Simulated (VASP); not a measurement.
Al16NO22 (a cell with a defect): single point with PBE+D3(BJ)

The system is Al16NO22 (a cell with a defect).

```xyz
39
Lattice="-4.8050 -2.7742 4.3721 4.8050 -2.7742 4.3721 0.0000 5.5484 4.3721" Properties=species:S:1:pos:R:3 pbc="T T T"
Al    0.0132    0.0314    1.9480
Al   -0.0374    0.0022    4.6025
Al   -0.0333    0.0254    8.3567
Al   -0.0092    0.0395   11.3099
Al    0.0237   -2.7669    6.2552
Al    0.1741   -2.6692    8.9695
Al   -0.0068    2.7337    4.1594
Al   -0.0898    2.8053    6.8110
Al   -2.5842    1.2867    6.3252
Al   -2.4243    1.3681    9.0395
Al    2.4168   -1.2958    4.1116
Al    2.4374   -1.4036    6.7632
Al    2.2114    1.3652    6.3903
Al    2.5134    1.5396    8.9043
Al   -2.3677   -1.4237    4.1232
Al   -2.3919   -1.4377    6.7994
O     0.9139    1.4133    7.7047
O    -0.8167    1.5014    5.4717
O     0.7566   -1.4974    7.4677
O    -1.7053    0.0660    7.6849
O     1.6785   -0.0769    5.4416
O    -0.9040   -1.4174    5.4142
O    -3.8902    1.3682    7.8270
O     0.7255    1.2714    3.2907
O     3.1069    0.1629    7.6473
O    -3.0498   -0.2701    5.4613
O     3.9095   -1.3184    5.4509
O    -1.4130   -2.7020    7.7238
O    -3.1292   -2.7021    5.5085
O     3.1204    2.6874    7.5900
O     0.7332   -1.2742    3.2753
O    -0.7684    1.3267    9.8334
O     1.4482    2.7287    5.5093
O    -1.4675    0.0052    3.2598
O     1.7142   -2.6661    5.4133
O    -1.7622    2.6448    7.5709
O     0.7918   -4.0406    7.6098
O    -0.7763    4.0541    5.4810
N     0.5086   -0.8856    9.8334
```

```yaml
Program: VASP 6.6.1
Task: single point
Functional: PBE
Dispersion: D3(BJ)
Potentials_or_basis: VASP PAW PBE potentials, release 64 (Al, O, N)
Cutoff: 520 eV
k_mesh: 2 × 2 × 2
Occupations: gaussian, width 0.05 eV
Spin: no spin polarisation
Dipole_correction: no
Charge: 1
Further_INCAR_settings: LREAL = Auto; ALGO = Normal; EDIFF = 1e-07; NBANDS = 118; NELECT = 184.0
```

- Largest force: 0.049 eV/Å
- Dispersion energy per atom: -0.231 eV

Forces on the atoms (eV/Å):
```
Al   0.023  0.007  0.001
Al  -0.017 -0.016 -0.001
Al   0.013  0.024  0.005
Al  -0.028  0.002 -0.004
Al   0.044 -0.001 -0.019
Al  -0.005 -0.018  0.002
Al  -0.022 -0.006 -0.013
Al  -0.008  0.011  0.019
Al   0.018 -0.005 -0.006
Al  -0.021 -0.038  0.020
Al  -0.002  0.010 -0.021
Al   0.015  0.013  0.012
Al  -0.026  0.024 -0.014
Al  -0.006  0.034  0.015
Al  -0.015 -0.020 -0.002
Al   0.021  0.003  0.001
O   -0.034  0.030  0.019
O   -0.016 -0.016 -0.004
O    0.019  0.009  0.018
O    0.017 -0.025  0.027
O   -0.006  0.007 -0.010
O    0.011 -0.032 -0.007
O   -0.017 -0.012 -0.016
O    0.009 -0.003 -0.003
O   -0.012  0.020  0.000
O    0.002 -0.004  0.001
O    0.022  0.006  0.004
O    0.029 -0.003 -0.003
O    0.022 -0.027  0.007
O   -0.009  0.043 -0.018
O   -0.002  0.006  0.001
O   -0.001  0.003  0.001
O   -0.043  0.001 -0.015
O   -0.004 -0.009  0.002
O    0.020  0.038  0.012
O   -0.011 -0.025  0.003
O    0.014 -0.029 -0.024
O   -0.003  0.010  0.010
N    0.008 -0.013  0.000
```

Levels at points of the mesh, in eV from the Fermi level:
```tsv
k point	band 89	band 90	band 91	band 92	band 93	band 94	band 95	band 96
(0.00, 0.00, 0.00)	-1.42	-1.20	-0.42	-0.28	2.82	5.00	5.75	6.64
(0.50, 0.00, 0.00)	-1.48	-1.46	-0.54	-0.29	3.84	4.29	6.34	6.41
(0.00, 0.50, 0.00)	-1.41	-1.31	-0.49	-0.39	3.37	4.86	5.96	6.61
(0.00, 0.00, 0.50)	-1.41	-1.31	-0.49	-0.39	3.37	4.86	5.96	6.61
(0.50, 0.50, 0.00)	-1.43	-1.35	-0.49	-0.40	3.85	4.58	6.50	6.56
(0.50, 0.00, 0.50)	-1.43	-1.35	-0.49	-0.40	3.85	4.58	6.50	6.56
(0.00, 0.50, 0.50)	-1.39	-1.32	-0.50	-0.27	3.57	4.81	6.29	6.51
(0.50, 0.50, 0.50)	-1.39	-1.33	-0.46	-0.24	3.80	4.76	6.54	6.69
```

It took 6 min on 1 thread of Oxide Virtual Turin-like Processor (shared host), peak memory 0.46 GiB.

Caveat: the k points lie up to 0.45 Å⁻¹ apart; the cell carries a net charge on a neutralising background, which shifts energy and pressure; the cell is charged against a uniform background, so pressure and absolute levels hang on convention.
